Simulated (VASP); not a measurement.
The system is VH.

```
V H
1.0
     0.00000    1.96375    1.96375
     1.96375    0.00000    1.96375
     1.96375    1.96375    0.00000
V H
1 1
Direct
  0.00000 0.00000 0.00000
  0.50000 0.50000 0.50000
```

| Item | Value |
| --- | --- |
| Program | VASP 6.6.1 |
| Task | relaxation of cell and atoms |
| Functional | PBEsol |
| Dispersion | D3(BJ) |
| Potentials or basis | VASP PAW PBE potentials, release 64 (V_sv, H) |
| Cutoff | 600 eV |
| k mesh | 12 × 12 × 12 |
| Occupations | fermi-dirac, width 0.1 eV |
| Spin | collinear spin, ferromagnetic start |
| Starting moments | [1.5, 0.0] μB |

At the start: pressure -11.8 GPa; volume 7.57 Å³/atom.

How do energy, volume and symmetry change on relaxing?

Over 3 steps the energy falls by 16.0 meV/atom and the volume is 7.15 Å³/atom (-5.5 %); space group Fm-3m (No. 225, to 0.1 Å) before and after; moment 0.00 μB per cell.

The path:
| step | energy change (eV) | largest force (eV/Å) | pressure (GPa) | volume (Å³) |
| --- | --- | --- | --- | --- |
| 1 | 0.0000 | 0.0000 | -11.75 | 15.15 |
| 2 | -0.0259 | 0.0000 | 5.66 | 13.96 |
| 3 | -0.0320 | 0.0000 | 0.14 | 14.31 |

Final structure:
```yaml
crystal:
  lattice:
    - [0.00000, 1.92676, 1.92676]
    - [1.92676, 0.00000, 1.92676]
    - [1.92676, 1.92676, 0.00000]
  atoms:
    - { symbol: V, position: [0.00000, 0.00000, 0.00000] }
    - { symbol: H, position: [0.50000, 0.50000, 0.50000] }
```

Caveat: the moments typed at the start vanished in this run; the PAW data sets were made with another functional, which shifts forces and pressure a little.
